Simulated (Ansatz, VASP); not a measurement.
**Mg32O31: VASP beside Ansatz**

```xyz
63
Lattice="8.8332 0.0000 0.0000 0.0000 8.8332 0.0000 0.0000 0.0000 8.8332" Properties=species:S:1:pos:R:3 pbc="T T T"
Mg    4.4166    0.0000    0.0000
Mg    6.6249    2.2083   -0.0205
Mg    6.6249   -0.0205    2.2083
Mg    0.0000    0.0000    0.0000
Mg    2.2083    2.2083   -0.0854
Mg    4.4166    4.4166    0.0000
Mg    6.6249    6.6249   -0.0058
Mg    2.2083   -0.0854    2.2083
Mg    4.5020    2.2083    2.2083
Mg    6.6249    4.4371    2.2083
Mg    4.4166    0.0000    4.4166
Mg    6.6249    2.2083    4.4371
Mg    6.6249   -0.0058    6.6249
Mg    0.0000    4.4166    0.0000
Mg    2.2083    6.6249   -0.0205
Mg   -0.0854    2.2083    2.2083
Mg    2.2083    4.5020    2.2083
Mg    4.4371    6.6249    2.2083
Mg    0.0000    0.0000    4.4166
Mg    2.2083    2.2083    4.5020
Mg    4.4166    4.4166    4.4166
Mg    6.6249    6.6249    4.4224
Mg    2.2083   -0.0205    6.6249
Mg    4.4371    2.2083    6.6249
Mg    6.6249    4.4224    6.6249
Mg   -0.0205    6.6249    2.2083
Mg    0.0000    4.4166    4.4166
Mg    2.2083    6.6249    4.4371
Mg   -0.0205    2.2083    6.6249
Mg    2.2083    4.4371    6.6249
Mg    4.4224    6.6249    6.6249
Mg   -0.0058    6.6249    6.6249
O     6.6249    2.2083    2.2083
O    -0.0054    4.4220    2.2083
O    -0.0054    2.2083    4.4220
O     4.4220    4.4220    2.2083
O     6.6249    6.6249    2.2083
O    -0.0054   -0.0054    2.2083
O     4.4220    2.2083    4.4220
O     6.6249    4.4172    4.4172
O    -0.0006    6.6249    4.4172
O     6.6249    2.2083    6.6249
O    -0.0006    4.4172    6.6249
O    -0.0054    2.2083   -0.0054
O     2.2083    6.6249    2.2083
O     4.4220   -0.0054    2.2083
O     2.2083    4.4220    4.4220
O     4.4172    6.6249    4.4172
O     6.6249   -0.0006    4.4172
O     2.2083    2.2083    6.6249
O     4.4172    4.4172    6.6249
O     6.6249    6.6249    6.6249
O    -0.0006   -0.0006    6.6249
O     4.4220    2.2083   -0.0054
O     6.6249    4.4172   -0.0006
O    -0.0006    6.6249   -0.0006
O     2.2083   -0.0054    4.4220
O     2.2083    6.6249    6.6249
O     4.4172   -0.0006    6.6249
O     2.2083    4.4220   -0.0054
O     4.4172    6.6249   -0.0006
O     6.6249   -0.0006   -0.0006
O     2.2083   -0.0054   -0.0054
```

Alike in both runs: functional PBE; dispersion D3(BJ); k mesh 1 × 1 × 1; occupations gaussian, width 0.05 eV; no spin polarisation.

Ansatz relaxed the structure, and its values are those at the end. VASP's run is a single point on that final structure, the one shown.

|  | VASP | Ansatz |
| --- | --- | --- |
| version | VASP 6.6.1 | Ansatz 0.2.0 |
| potentials or method | VASP PAW PBE potentials, release 64 (Mg, O), cutoff 520 eV | scalar-relativistic, plane waves, PAW |
| valence electrons in the cell | 250 | 506 |

|  | VASP | Ansatz | Ansatz less VASP |
| --- | --- | --- | --- |
| rms of the force components (eV/Å) | 0.011 | 0.011 | +0.0005 |

VASP's potentials hold 250 valence electrons a cell and Ansatz's 506, so a difference there can come from the potentials and not from the codes.
